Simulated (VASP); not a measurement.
Crystal: C.

```
C
1.0
     0.00000    1.78012    1.81573
     1.78012    0.00000    1.81573
     1.78012    1.78012    0.00000
C
2
Direct
  0.00000 0.00000 0.00000
  0.25000 0.25000 0.25000
```

This cell differs from its parent crystal: uniaxial z strain +2.0%.

Base run:

| Quantity | Value |
| --- | --- |
| Program | VASP 6.6.1 |
| Functional | r2SCAN |
| Potentials or basis | VASP PAW PBE potentials, release 64 (C) |
| Cutoff | 520 eV |
| k mesh | 12 × 12 × 12 |
| Occupations | gaussian, width 0.01 eV |
| Spin | no spin polarisation |

Its results: band gap on the k mesh 4.05 eV, indirect (least direct gap 5.61 eV); pressure -7.5 GPa.

Problem. The run is repeated on the same cell with these changes: functional from r2SCAN to PBE; occupations from gaussian, width 0.01 eV to fermi-dirac, width 0.02 eV. What comes out?

Solution. Band gap on the k mesh 3.87 eV, indirect (least direct gap 5.37 eV); pressure -3.7 GPa.

Caveats: the PAW data sets were made with another functional, which shifts forces and pressure a little (some runs).

A k mesh can miss the band edges.
